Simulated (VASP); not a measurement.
Set up this calculation in VASP 6.6.1, as the native input.

| Quantity | Value |
| --- | --- |
| Task | relaxation of cell and atoms |
| Functional | PBE |
| Potentials or basis | VASP PAW PBE potentials, release 64 (Li_sv) |
| Cutoff | 600 eV |
| k mesh | 8 × 8 × 4 |
| Occupations | gaussian, width 0.1 eV |
| Spin | no spin polarisation |
| Dipole correction | no |
| Further INCAR settings | ALGO = Normal; EDIFF = 1e-06; IBRION = 2; EDIFFG = -0.04; NSW = 90; ISIF = 3 |

The structure of Li lies in POSCAR:

```
Li
1.0
    1.2411493700     -1.9928509000      0.0000000000
    1.2411493700      1.9928509000      0.0000000000
    0.0000000000      0.0000000000      4.0098420500
Li
1
Direct
    0.0000000000      0.0000000000      0.5000000000
```

The cell was generated, and may not be a known phase.

One way to write it, as run:

INCAR

```
SYSTEM = Li
  PREC = Accurate
  ENCUT = 600
  EDIFF = 1E-6
  ISMEAR = 0
  SIGMA = 0.1
  LREAL = .FALSE.
  LASPH = .TRUE.
  NELM = 60
  ALGO = Normal
  ISIF = 3
  LWAVE = .FALSE.
  LCHARG = .FALSE.
  GGA = PE
  IBRION = 2
  NSW = 90
  EDIFFG = -0.04
```

KPOINTS

```
Automatic mesh
0
G
  8 8 4
  0 0 0
```

Potentials or basis: VASP PAW PBE potentials, release 64 (Li_sv).

Launch:

```sh
$ cat potpaw_PBE.64/Li_sv/POTCAR > POTCAR
$ mpirun -np 1 vasp_std > vasp.out
```

Results of the run:

The relaxed volume is 18.85 Å³/atom, the relaxed cell is a = 2.836 Å, b = 2.836 Å, c = 2.653 Å, α = 90.00°, β = 90.00°, γ = 117.88° and the space group after relaxing (to 0.1 Å) is Cmmm (No. 65). The energy gained by relaxing is 788.0 meV/atom, the ionic steps are 10 and the pressure after relaxing is 0.0 GPa. The band gap on the k mesh is zero (an odd number of electrons rules out a gap without spin polarisation).

Caveat: the k points lie up to 0.59 Å⁻¹ apart in the final cell, too coarse for converged energies and pressures of a metal; the cutoff is under 1.25 times the usual one of these potentials, so pressure, stress and relaxed cells hold a basis-set (Pulay) error; a cell axis changed by over 15 % at a fixed basis, so the end point is rough.

Wall time 49 s on 1 thread of Intel Xeon 8259CL, with other jobs on the host, peak memory 0.13 GiB.
